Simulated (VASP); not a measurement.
Set up this calculation in VASP 6.6.1, as the native input.

```
Task                   : relaxation of cell and atoms
Functional             : PBE
Potentials or basis    : VASP PAW PBE potentials, release 64 (Zn)
Cutoff                 : 600 eV
k mesh                 : 18 × 18 × 18
Occupations            : fermi-dirac, width 0.05 eV
Spin                   : no spin polarisation
Dipole correction      : no
Further INCAR settings : ALGO = Normal; EDIFF = 1e-07; IBRION = 2; EDIFFG = -0.005; NSW = 60; ISIF = 3
```

The structure of Zn lies in POSCAR:

```
Zn
1.0
   -1.5589149808      1.5589149808      1.5589149808
    1.5589149808     -1.5589149808      1.5589149808
    1.5589149808      1.5589149808     -1.5589149808
Zn
1
Direct
    0.0000000000      0.0000000000      0.0000000000
```

One way to write it, as run:

INCAR

```
SYSTEM = Zn
PREC = Accurate
ENCUT = 600
EDIFF = 1E-7
ISMEAR = -1
SIGMA = 0.05
LREAL = .False.
LASPH = .True.
NELM = 100
ALGO = Normal
ISIF = 3
LWAVE = .False.
LCHARG = .False.
GGA = PE
IBRION = 2
NSW = 60
EDIFFG = -0.005
```

KPOINTS

```
regular mesh
0
Gamma
  18 18 18
  0 0 0
```

Potentials or basis: VASP PAW PBE potentials, release 64 (Zn).

Run with:

```console
$ cat potpaw_PBE.64/Zn/POTCAR > POTCAR
$ mpirun -np 1 vasp_std > vasp.out
```

It gave:

The relaxed volume is 15.42 Å³/atom, the relaxed cell is a = 2.716 Å, b = 2.716 Å, c = 2.716 Å, α = 109.47°, β = 109.47°, γ = 109.47° and the space group after relaxing (to 0.05 Å) is Im-3m (No. 229). The energy gained by relaxing is 0.9 meV/atom, the ionic steps are 3 and the pressure after relaxing is 0.0 GPa. The band gap on the k mesh is zero (band 6 reaches 7.29 eV, above the bottom of band 7 at 2.11 eV).

Wall time 20 s on 1 thread of Intel(R) Xeon(R) 6975P-C (Granite Rapids), with other jobs on the host, peak memory 0.17 GiB.
